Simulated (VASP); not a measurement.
# Al3GaN4 (C2) in VASP: single point with PBEsol

Aim: the single point of Al3GaN4 with PBEsol.

Program: VASP 6.6.1. These are calculated values, not measurements. Logs are shortened: lines on timing, memory, paths and dates and some standing lists are left out, and cuts for length are marked.

## (1) The cell of the first run

It takes space group C2 (No. 5, monoclinic). Conventional cell: a = 4.407 Å, b = 17.628 Å, c = 4.407 Å, α = 90.00°, β = 90.00°, γ = 90.00°. Within 2.5 Å of Al (site symmetry 2) lie 4 N at 1.90 to 1.92 Å and 1 Ga at 2.20 Å. Al (site symmetry 2) has 4 N at 1.90 Å within 2.5 Å. Al (site symmetry 2) has 4 N at 1.87 to 1.90 Å and 1 Al at 2.20 Å within 2.5 Å. Al (site symmetry 2) has 4 N at 1.90 Å within 2.5 Å. Within 2.5 Å of Al (site symmetry 2) lie 4 N at 1.90 Å. Al (site symmetry 2) has 4 N at 1.90 Å and 1 Al at 2.20 Å within 2.5 Å. Ga (site symmetry 2) has 4 N at 1.95 Å within 2.6 Å. Within 2.6 Å of Ga (site symmetry 2) lie 4 N at 1.95 Å and 1 Al at 2.20 Å.

## (2) Single point, PBEsol (the part above a cut slid along it)

INCAR reads:

```
PREC     = Accurate       # precision mode
ENCUT    = 520            # plane-wave cutoff, eV
EDIFF    = 1E-6           # SCF threshold, eV
ISMEAR   = 0              # smearing method
SIGMA    = 0.05           # smearing width, eV
LREAL    = Auto         
LASPH    = T              # aspherical terms in the spheres
NELM     = 100            # most SCF steps
ALGO     = Normal         # electronic algorithm
ISIF     = 2              # what is computed and relaxed
LWAVE    = F              # write WAVECAR
LCHARG   = T              # write CHGCAR
GGA      = PS             # functional
LELF     = T              # ELF
LVHAR    = T            
ISYM     = 0            
NBANDS   = 56             # bands
```

KPOINTS reads:

```
regular mesh
0
Gamma
  5 5 3
```

POSCAR reads:

```
Al3GaN4
1.0
    0.0000000000     -4.4069948432      0.0000000000
    0.0000000000      0.0000000000     -4.4069948432
    8.8139896863     -2.2034974216      0.0000000000
Al Ga N
6 2 8
Direct
    0.4694000000      1.0000000000      0.0612000000
    0.2194000000      1.0000000000      0.5612000000
   -0.0306000000      0.5000000000      0.0612000000
   -0.2806000000      0.5000000000      0.5612000000
    0.3444000000      0.5000000000      0.3112000000
    0.0944000000      0.5000000000      0.8112000000
   -0.1556000000      1.0000000000      0.3112000000
   -0.4056000000      1.0000000000      0.8112000000
    0.1635153530      0.7447077176      0.1835538588
   -0.0864846470      0.7447077176      0.6835538588
    0.6529307882      0.2552922824      0.1835538588
    0.4029307882      0.2552922824      0.6835538588
   -0.2141307882      0.2552922824      0.9388461412
    0.0358692118      0.2552922824      0.4388461412
    0.2752846470      0.7447077176      0.9388461412
    0.5252846470      0.7447077176      0.4388461412
```

Potentials or basis: VASP PAW PBE potentials, release 64 (Al, Ga_d, N).

Launch:

```bash
> cat potpaw_PBE.64/Al/POTCAR potpaw_PBE.64/Ga_d/POTCAR potpaw_PBE.64/N/POTCAR > POTCAR
> mpirun -np 1 vasp_std > vasp.out
```

OUTCAR:

```text
PREC = Accurate
   ENCUT = 520
   EDIFF = 1E-6
   ISMEAR = 0
   LREAL = Auto
   LASPH = T
   NELM = 100
   ISIF = 2
   GGA = PS
   ISYM = 0

 ion  position               nearest neighbor table
   1  0.469  0.000  0.061-   9 1.90  11 1.90  13 1.92  15 1.92   8 2.20   7 3.12   5 3.12   5 3.12
                             7 3.12   3 3.12   3 3.12   3 3.12   3 3.12
   2  0.219  0.000  0.561-  14 1.90  16 1.90  10 1.90  12 1.90   8 3.12   7 3.12   5 3.12   6 3.12
                             7 3.12   5 3.12   6 3.12   8 3.12   4 3.12   4 3.12   4 3.12   4 3.12
   3  0.969  0.500  0.061-  13 1.87  15 1.87  11 1.90   9 1.90   6 2.20   5 3.12   7 3.12   7 3.12
                             5 3.12   1 3.12   1 3.12   1 3.12   1 3.12
   4  0.719  0.500  0.561-  14 1.90  16 1.90  12 1.90  10 1.90   8 3.12   5 3.12   5 3.12   6 3.12
                             7 3.12   7 3.12   8 3.12   6 3.12   2 3.12   2 3.12   2 3.12   2 3.12
   5  0.344  0.500  0.311-   9 1.90  11 1.90  14 1.90  16 1.90   4 3.12   3 3.12   1 3.12   2 3.12
                             3 3.12   1 3.12   2 3.12   4 3.12   7 3.12   7 3.12   7 3.12   7 3.12
   6  0.094  0.500  0.811-  10 1.90  12 1.90  13 1.90  15 1.90   3 2.20   4 3.12   4 3.12   2 3.12
                             2 3.12   8 3.12   8 3.12   8 3.12   8 3.12
   7  0.844  0.000  0.311-  11 1.95   9 1.95  14 1.95  16 1.95   4 3.12   1 3.12   1 3.12   2 3.12
                             3 3.12   3 3.12   4 3.12   2 3.12   5 3.12   5 3.12   5 3.12   5 3.12
   8  0.594  0.000  0.811-  12 1.95  10 1.95  13 1.95  15 1.95   1 2.20   2 3.12   4 3.12   2 3.12
                             4 3.12   6 3.12   6 3.12   6 3.12   6 3.12
   9  0.164  0.745  0.184-   5 1.90   1 1.90   3 1.90   7 1.95
  10  0.914  0.745  0.684-   6 1.90   2 1.90   4 1.90   8 1.95
  11  0.653  0.255  0.184-   5 1.90   3 1.90   1 1.90   7 1.95
  12  0.403  0.255  0.684-   6 1.90   4 1.90   2 1.90   8 1.95
  13  0.786  0.255  0.939-   3 1.87   6 1.90   1 1.92   8 1.95
  14  0.036  0.255  0.439-   5 1.90   4 1.90   2 1.90   7 1.95
  15  0.275  0.745  0.939-   3 1.87   6 1.90   1 1.92   8 1.95
  16  0.525  0.745  0.439-   5 1.90   4 1.90   2 1.90   7 1.95

IMPORTANT INFORMATION: All symmetrisations will be switched off!
NOSYMM: (Re-)initialisation of all symmetry stuff for point group C_1.

----------------------------------------------------------------------------------------

                                     Primitive cell

  volume of cell :     171.1818

  direct lattice vectors                    reciprocal lattice vectors
     0.000000000 -4.406994843  0.000000000    -0.056727999 -0.226911997  0.000000000
     0.000000000  0.000000000 -4.406994843     0.000000000  0.000000000 -0.226911997
     8.813989686 -2.203497422  0.000000000     0.113455998  0.000000000  0.000000000

  length of vectors
     4.406994843  4.406994843  9.085252615     0.233895533  0.226911997  0.113455998

  position of ions in fractional coordinates (direct lattice)
     0.469400000  0.000000000  0.061200000
     0.219400000  0.000000000  0.561200000
     0.969400000  0.500000000  0.061200000
     0.719400000  0.500000000  0.561200000
     0.344400000  0.500000000  0.311200000
     0.094400000  0.500000000  0.811200000
[... 8 lines left out ...]
     0.275284647  0.744707718  0.938846141
     0.525284647  0.744707718  0.438846141

  ion indices of the primitive-cell ions
   primitive index   ion index
                 1           1
                 2           2
                 3           3
                 4           4
                 5           5
                 6           6
[... 8 lines left out ...]
                15          15
                16          16

----------------------------------------------------------------------------------------

 KPOINTS: regular mesh

Automatic generation of k-mesh.
 Grid dimensions read from file:
 generate k-points for:    5    5    3

 Generating k-lattice:

  Cartesian coordinates                     Fractional coordinates (reciprocal lattice)
    -0.011345600 -0.045382399  0.000000000     0.200000000  0.000000000  0.000000000
     0.000000000  0.000000000 -0.045382399     0.000000000  0.200000000  0.000000000
     0.037818666  0.000000000  0.000000000     0.000000000  0.000000000  0.333333333

  Length of vectors
     0.046779107  0.045382399  0.037818666

  Shift w.r.t. Gamma in fractional coordinates (k-lattice)
     0.000000000  0.000000000  0.000000000

 -----------------------------------------------------------------------------
|                                                                             |
|           W    W    AA    RRRRR   N    N  II  N    N   GGGG   !!!           |
|           W    W   A  A   R    R  NN   N  II  NN   N  G    G  !!!           |
|           W    W  A    A  R    R  N N  N  II  N N  N  G       !!!           |
|           W WW W  AAAAAA  RRRRR   N  N N  II  N  N N  G  GGG   !            |
|           WW  WW  A    A  R   R   N   NN  II  N   NN  G    G                |
|           W    W  A    A  R    R  N    N  II  N    N   GGGG   !!!           |
|                                                                             |
|     Your reciprocal lattice and k-lattice belong to different lattice       |
|     classes:                                                                |
|                                                                             |
|        The reciprocal lattice is base centered orthorhombic,                |
|        whereas your k-lattice is simple monoclinic.                         |
|                                                                             |
|     Results are often still useful ...                                      |
|                                                                             |
 -----------------------------------------------------------------------------

 WARNING: IBZKPT: internal override: KBLOWUP is changed to .FALSE.
      ... skipping the blow-up phase ...

 Subroutine IBZKPT returns following result:
 ===========================================

 Found     38 irreducible k-points:

 Following reciprocal coordinates:
            Coordinates               Weight
  0.000000  0.000000  0.000000      1.000000
  0.200000  0.000000  0.000000      2.000000
  0.400000  0.000000 -0.000000      2.000000
  0.000000  0.200000  0.000000      2.000000
  0.200000  0.200000  0.000000      2.000000
  0.400000  0.200000 -0.000000      2.000000
[... 16 lines left out ...]
 -0.200000  0.200000  0.333333      2.000000
  0.000000  0.400000  0.333333      2.000000
 [... further k-points ...]
   k-points           NKPTS =     38   k-points in BZ     NKDIM =     38   number of bands    NBANDS=     56
   number of dos      NEDOS =    301   number of ions     NIONS =     16
   total plane-waves  NPLWV =  90720
   dimension x,y,z NGX =    36 NGY =   36 NGZ =   70
   dimension x,y,z NGXF=    72 NGYF=   72 NGZF=  140
   ions per type =               6   2   8
   NGX,Y,Z   is equivalent  to a cutoff of  13.58, 13.58, 12.81 a.u.
   NGXF,Y,Z  is equivalent  to a cutoff of  27.16, 27.16, 25.62 a.u.
 SYSTEM =  unknown system
   PREC   = accura    normal or accurate (medium, high low for compatibility)
   ISTART =      0    job   : 0-new  1-cont  2-samecut
   ICHARG =      2    charge: 1-file 2-atom 10-const
   ISPIN  =      1    spin polarized calculation?
   LNONCOLLINEAR =      F non collinear calculations
   LSORBIT =      F    spin-orbit coupling
   LASPH  =      T    aspherical Exc in radial PAW
   ENCUT  =  520.0 eV  38.22 Ry    6.18 a.u.   8.19  8.19 16.89*2*pi/ulx,y,z
   NELM   =    100;   NELMIN=  2; NELMDL= -5     # of ELM steps
   EDIFF  = 0.1E-05   stopping-criterion for ELM
   LREAL  =      T    real-space projection
   EDIFFG = 0.1E-04   stopping-criterion for IOM
   NSW    =      0    number of steps for IOM
   IBRION =     -1    ionic relax: 0-MD 1-quasi-New 2-CG
   NFREE  =      0    steps in history (QN), initial steepest desc. (CG)
   ISIF   =      2    stress and relaxation
   ISYM   =      0    0-nonsym 1-usesym 2-fastsym
   POTIM  = 0.5000    time-step for ionic-motion
   TEBEG  =    0.0;   TEEND  =   0.0 temperature during run
   PSTRESS=    0.0 pullay stress
   NELECT =      84.0000    total number of electrons
   NUPDOWN=      -1.0000    fix difference up-down
   EMIN   =  10.00;   EMAX   =-10.00  energy-range for DOS
   EFERMI =   0.00;   METHOD = LEGACY
   ISMEAR =     0;   SIGMA  =   0.05  broadening in eV -4-tet -1-fermi 0-gaus
   EFERMI_NEDOS =   21; number of points for ismear=-14 and -15
   IALGO  =     38    algorithm
   IMIX   =      4    mixing-type and parameters
     AMIX     =   0.40;   BMIX     =  1.00
     AMIX_MAG =   1.60;   BMIX_MAG =  1.00
  volume/ion in A,a.u.               =      10.70        72.20
  Fermi-wavevector in a.u.,A,eV,Ry     =   1.291265  2.440137 22.685883  1.667365
  Thomas-Fermi vector in A             =   2.423046
   LORBIT       =      0    0 simple, 1 ext, 2 COOP (PROOUT), +10 PAW based schemes
   GGA     = PS    functional components
   LHFCALC =     F    Hartree Fock is set to
   AEXX    =    0.0000 exact exchange contribution
   IVDW    =     0    specifies the selected vdW correction
   LEPSILON=     F    determine dielectric tensor
   LRPA    =     F    only Hartree local field effects (RPA)
 non-spin polarized calculation
 Gauss-broadening in eV      SIGMA  =   0.05
  energy-cutoff  :      520.00
  volume of cell :      171.18
 maximum number of plane-waves:      4625
 NGX is ok and might be reduce to    36
   NGX = 17   NGY = 17   NGZ = 33

 number of electron      83.9999990 magnetization

 Free energy of the ion-electron system (eV)
  ---------------------------------------------------
  ext. energy  EPLUGINS =         0.00000000
  ---------------------------------------------------
  free energy    TOTEN  =      -110.40810845 eV

  energy without entropy =     -110.40198393  energy(sigma->0) =     -110.40504619

 E-fermi :   6.8898     XC(G=0): -11.3228

 val. band max:        6.8897430314   @ k =  -0.2000  -0.4000   0.3333
 cond. band min:       6.8966269099   @ k =  -0.2000   0.4000   0.3333
 fundamental gap:      0.0068838785
 Fermi energy:         6.8897554212

 k-point     1 :       0.0000    0.0000    0.0000
  band No.  band energies     occupation
      1      -9.9277      2.00000
      2      -8.7182      2.00000
      3      -8.5504      2.00000
      4      -8.3320      2.00000
      5      -8.0666      2.00000
      6      -7.8023      2.00000
[... 46 lines left out ...]
     53      14.2937      0.00000
     54      14.6823      0.00000

 k-point     2 :       0.2000    0.0000    0.0000
  band No.  band energies     occupation
      1      -9.7678      2.00000
      2      -8.6696      2.00000
      3      -8.6289      2.00000
      4      -8.1981      2.00000
      5      -8.0454      2.00000
      6      -7.8006      2.00000
[... 46 lines left out ...]
     53      14.2022      0.00000
     54      14.9545      0.00000
[... 1195 lines left out ...]
     53      13.9737      0.00000
     54      14.9815      0.00000

 k-point    24 :       0.0000    0.4000    0.3333
  band No.  band energies     occupation
      1      -9.3523      2.00000
      2      -8.8988      2.00000
      3      -8.4933      2.00000
      4      -8.1363      2.00000
      5      -8.0312      2.00000
      6      -7.8256      2.00000
[... 46 lines left out ...]
     53      14.1211      0.00000
     54      14.2368      0.00000

 [... further k-points ...]

 [bands above 54 left out]

------------------------ aborting loop because EDIFF is reached ----------------------------------------

  FORCE on cell =-STRESS in cart. coord.  units (eV):
  Direction    XX          YY          ZZ          XY          YZ          ZX
  --------------------------------------------------------------------------------------
  -------------------------------------------------------------------------------------
  Total       42.6115954     -8.0630973     -8.1425951      0.0066948    -12.4788393      0.0021616
  in kB      398.8235130    -75.4666130    -76.2106737      0.0626599   -116.7957798      0.0202318
  external PRESSURE =      82.3820754 kB  Pullay stress =       0.0000000 kB

 VOLUME and BASIS-vectors are now :
 -----------------------------------------------------------------------------
  energy-cutoff  :      520.00
  volume of cell :      171.18
      direct lattice vectors                 reciprocal lattice vectors
     0.000000000 -4.406994843  0.000000000    -0.056727999 -0.226911997  0.000000000
     0.000000000  0.000000000 -4.406994843     0.000000000  0.000000000 -0.226911997
     8.813989686 -2.203497422  0.000000000     0.113455998  0.000000000  0.000000000

 POSITION                                       TOTAL-FORCE (eV/Angst)
 -----------------------------------------------------------------------------------
      0.53942     -2.20350      0.00000         3.822242      0.000459      0.001487
      4.94641     -2.20350      0.00000        -0.063823     -0.000859      0.000914
      0.53942     -4.40699     -2.20350         4.378179     -0.001139     -0.001483
      4.94641     -4.40699     -2.20350        -0.063083     -0.000960      0.000215
      2.74291     -2.20350     -2.20350         0.761136     -0.001550     -0.000308
      7.14991     -2.20350     -2.20350        -4.757975     -0.002736     -0.000119
[... 8 lines left out ...]
      8.27498     -3.28192     -3.28192        -4.384234      0.156472      0.075272
      3.86799     -3.28192     -3.28192         0.039696      0.016423      0.026023
 -----------------------------------------------------------------------------------
    total drift:                                0.005516     -0.008951      0.000002

  FREE ENERGIE OF THE ION-ELECTRON SYSTEM (eV)
  ---------------------------------------------------
  free  energy   TOTEN  =      -110.4081084519 eV

  energy  without entropy=     -110.4019839298  energy(sigma->0) =     -110.40504619
```

Wall time 24 min (1 thread of Intel Xeon 8259CL, shared host); peak memory 0.42 GiB.

What came out:

* Free energy: -110.4081 eV
* Pressure: 8.2 GPa
* Largest force: 5.096 eV/Å
* Band gap on the k mesh: zero (bands 42 and 43 overlap by 0.38 eV)

Forces on the atoms (eV/Å):
```
Al   3.822  0.000  0.001
Al  -0.064 -0.001  0.001
Al   4.378 -0.001 -0.001
Al  -0.063 -0.001  0.000
Al   0.761 -0.002  0.000
Al  -4.758 -0.003  0.000
Ga   0.791  0.001  0.001
Ga  -5.096  0.000  0.001
N    4.383 -0.210  0.018
N    0.076  0.036 -0.035
N    4.380  0.208 -0.019
N    0.075 -0.031  0.035
N   -4.381 -0.152 -0.076
N    0.041 -0.018 -0.027
N   -4.384  0.156  0.075
N    0.040  0.016  0.026
```

Levels at points of the mesh, in eV from the Fermi level:
```
           k point  band 39  band 40  band 41  band 42  band 43  band 44  band 45  band 46
(0.00, 0.00, 0.00)    -1.47    -0.92    -0.88    -0.54    -0.37    -0.01     2.56     3.19
```

Caveat: the cell differs from its parent crystal (the part above a cut slid along it); the stress differs along the axes, from -8 to 40 GPa; semilocal functionals underestimate gaps, and a narrow one can read as zero; the PAW data sets were made with another functional, which shifts forces and pressure a little.
